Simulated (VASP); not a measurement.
# Hg (P-1) in VASP: single point with LDA

Aim: the single point of Hg with LDA.

All numbers are computed with VASP 6.6.1; they aren't measurements. Logs are shortened: lines on timing, memory, paths and dates and some standing lists are left out, and cuts for length are marked.

**1. The cell of the first run**

The typed cell holds 1 atom: a = 3.208 Å, b = 3.336 Å, c = 3.311 Å, α = 113.30°, β = 108.65°, γ = 107.09°.

**2. Single point, LDA, non-collinear spin, zero start, spin-orbit coupling (the cell strained at random)**

INCAR reads:

```
ALGO     = Fast           # electronic algorithm
EDIFF    = 1E-6           # SCF threshold, eV
ENCUT    = 520            # plane-wave cutoff, eV
GGA      = CA             # functional
GGA_COMPAT= False        
ISIF     = 2              # what is computed and relaxed
ISMEAR   = 1              # smearing method
LASPH    = True           # aspherical terms in the spheres
LCHARG   = False          # write CHGCAR
LORBIT   = 11             # projections on sites
LORBMOM  = True         
LREAL    = False          # projectors in reciprocal space
LSORBIT  = True           # spin-orbit coupling
LWAVE    = False          # write WAVECAR
MAGMOM   = 0 0 0          # initial moments
NBANDS   = 23             # bands
NELM     = 150            # most SCF steps
PREC     = Accurate       # precision mode
SIGMA    = 0.1            # smearing width, eV
```

KPOINTS reads:

```
k-points
0
Gamma
  7 7 7
```

POSCAR reads:

```
Hg
1.0
   -1.8087930000      1.8567390000      1.8904000000
    1.8380800000     -1.9380200000      1.9986540000
    1.8163050000      1.9455320000     -1.9699800000
Hg
1
Direct
    0.4793880000      0.4928180000      0.0054480000
```

Potentials or basis: VASP PAW LDA potentials, release 64 (Hg).

Launch:

```console
$ cat potpaw_LDA.64/Hg/POTCAR > POTCAR
$ mpirun -np 1 vasp_ncl > vasp.out
```

OUTCAR:

```text
EDIFF = 1E-6
   ENCUT = 520
   GGA = CA
   ISIF = 2
   ISMEAR = 1
   LASPH = True
   LORBIT = 11
   LREAL = False
   LSORBIT = True
   NELM = 150
   PREC = Accurate

 ion  position               nearest neighbor table
   1  0.479  0.493  0.005-

  LATTYP: Found a triclinic cell.
 ALAT       =     6.3690065136
 B/A-ratio  =     0.5971278422
 C/A-ratio  =     0.5737951760
 COS(alpha) =     0.0038660693
 COS(beta)  =     0.2856788732
 COS(gamma) =     0.9095645800

  Lattice vectors:

 A1 = (   1.8238170000,   5.7478030000,  -2.0495600000)
 A2 = (   0.0075120000,   3.8022710000,  -0.0795800000)
 A3 = (   3.6543850000,   0.0075120000,   0.0286740000)

Analysis of symmetry for initial positions (statically):
=====================================================================
 Subroutine PRICEL returns:
 Original cell was already a primitive cell.

 Routine SETGRP: Setting up the symmetry group for a
 triclinic supercell.

 Subroutine GETGRP returns: Found  2 space group operations
 (whereof  1 operations were pure point group operations)
 out of a pool of  2 trial point group operations.

The static configuration has the point symmetry C_1 .
 The point group associated with its full space group is S_2 .

Analysis of symmetry for dynamics (positions and initial velocities):
=====================================================================
 Subroutine PRICEL returns:
 Original cell was already a primitive cell.

 Routine SETGRP: Setting up the symmetry group for a
 triclinic supercell.

 Subroutine GETGRP returns: Found  2 space group operations
 (whereof  1 operations were pure point group operations)
 out of a pool of  2 trial point group operations.

The dynamic configuration has the point symmetry C_1 .
 The point group associated with its full space group is S_2 .

Analysis of structural, dynamic, and magnetic symmetry:
=====================================================================
 Subroutine PRICEL returns:
 Original cell was already a primitive cell.

 Routine SETGRP: Setting up the symmetry group for a
 triclinic supercell.

 Subroutine GETGRP returns: Found  2 space group operations
 (whereof  1 operations were pure point group operations)
 out of a pool of  2 trial point group operations.

The overall configuration has the point symmetry C_1 .
 The point group associated with its full space group is S_2 .

 Subroutine INISYM returns: Found  2 space group operations
[... 155 lines left out ...]
  band No.  band energies     occupation
      1      -6.5864      1.00000
      2      -6.5864      1.00000
      3      -6.1362      1.00000
      4      -6.1362      1.00000
      5      -6.0923      1.00000
      6      -6.0923      1.00000
[... 613 lines left out ...]
     22      18.0163      0.00000
     23      18.4549      0.00000

 [... further k-points ...]

------------------------ aborting loop because EDIFF is reached ----------------------------------------

  FORCE on cell =-STRESS in cart. coord.  units (eV):
  Direction    XX          YY          ZZ          XY          YZ          ZX
  --------------------------------------------------------------------------------------
  -------------------------------------------------------------------------------------
  Total       -0.8442548     -0.9353326     -0.9695627      0.0246774      0.0411548      0.0383452
  in kB      -50.0876348    -55.4910632    -57.5218516      1.4640516      2.4416185      2.2749280
  external PRESSURE =     -54.3668499 kB  Pullay stress =       0.0000000 kB

 VOLUME and BASIS-vectors are now :
 -----------------------------------------------------------------------------
  energy-cutoff  :      520.00
  volume of cell :       27.01
      direct lattice vectors                 reciprocal lattice vectors
    -1.808793000  1.856739000  1.890400000    -0.002613706  0.268505412  0.262763370
     1.838080000 -1.938020000  1.998654000     0.271631666  0.004804305  0.255186794
     1.816305000  1.945532000 -1.969980000     0.273077272  0.262533008  0.003430482

 POSITION                                       TOTAL-FORCE (eV/Angst)
 -----------------------------------------------------------------------------------
      0.04862     -0.05439      1.88048         0.000000      0.000000     -0.000000
 -----------------------------------------------------------------------------------
    total drift:                                0.000003      0.000003     -0.000003

  FREE ENERGIE OF THE ION-ELECTRON SYSTEM (eV)
  ---------------------------------------------------
  free  energy   TOTEN  =        -1.1098419706 eV

  energy  without entropy=       -1.1090150489  energy(sigma->0) =       -1.10956633

 orbital moment (x)

 # of ion     p       d       tot
 ----------------------------------------
  1         0.000   0.000   0.000
 ----------------------------------------
            0.000   0.000   0.000

 orbital moment (y)

 # of ion     p       d       tot
 ----------------------------------------
  1         0.000   0.000   0.000
 ----------------------------------------
            0.000   0.000   0.000

 orbital moment (z)

 # of ion     p       d       tot
 ----------------------------------------
  1        -0.000  -0.000  -0.000
 ----------------------------------------
           -0.000  -0.000  -0.000

 Spin-Orbit-Coupling matrix elements

 Ion:    1  E_soc:     -0.4908391
 l=   1
     0.0000000    -0.0122069    -0.0119405
    -0.0122069     0.0000000    -0.0121424
    -0.0119405    -0.0121424     0.0000000
 l=   2
     0.0000000    -0.0142973     0.0000000    -0.0143024    -0.0553373
    -0.0142973     0.0000000    -0.0416017    -0.0143029    -0.0138635
     0.0000000    -0.0416017     0.0000000    -0.0415678     0.0000000
    -0.0143024    -0.0143029    -0.0415678     0.0000000    -0.0138566
    -0.0553373    -0.0138635     0.0000000    -0.0138566     0.0000000
 l=   3
     0.0000000     0.0000000     0.0000000     0.0000000     0.0000000     0.0000000     0.0000000
     0.0000000     0.0000000     0.0000000     0.0000000     0.0000000     0.0000000     0.0000000
     0.0000000     0.0000000     0.0000000     0.0000000     0.0000000     0.0000000     0.0000000
     0.0000000     0.0000000     0.0000000     0.0000000     0.0000000     0.0000000     0.0000000
     0.0000000     0.0000000     0.0000000     0.0000000     0.0000000     0.0000000     0.0000000
     0.0000000     0.0000000     0.0000000     0.0000000     0.0000000     0.0000000     0.0000000
     0.0000000     0.0000000     0.0000000     0.0000000     0.0000000     0.0000000     0.0000000

 total charge

# of ion       s       p       d       tot
------------------------------------------
    1        0.917   0.166   9.326  10.408

 magnetization (x)

# of ion       s       p       d       tot
------------------------------------------
    1        0.000  -0.000   0.000  -0.000

 magnetization (y)

# of ion       s       p       d       tot
------------------------------------------
    1        0.000  -0.000   0.000   0.000

 magnetization (z)

# of ion       s       p       d       tot
------------------------------------------
    1       -0.000   0.000  -0.000  -0.000
```

stdout:

```text
POSCAR found type information on POSCAR Hg
 POSCAR found :  1 types and       1 ions
 scaLAPACK will be used
 LDA part: xc-table for (Slater(with rela. corr.)+CA(PZ))
 , standard interpolation
 POSCAR, INCAR and KPOINTS ok, starting setup
 FFT: planning ... GRIDC
 FFT: planning ... GRID_SOFT
 FFT: planning ... GRID
 WAVECAR not read
 entering main loop
```

Run time: 4.3 min. Hardware: 1 thread of Intel Xeon 8259CL, shared host; peak memory 0.29 GiB.

What came out:

```
Free energy                                           : -1.1098 eV
Pressure                                              : -5.4 GPa
Net moment                                            : 0.00 μB per cell
Valence electrons inside the program's atomic spheres : Hg 10.41
```

Moments on the atoms (μB; x, y, z):
```
Hg  0.00 0.00 0.00
```

Caveat: the cell differs from its parent crystal (the cell strained at random); the cell stands under tension.
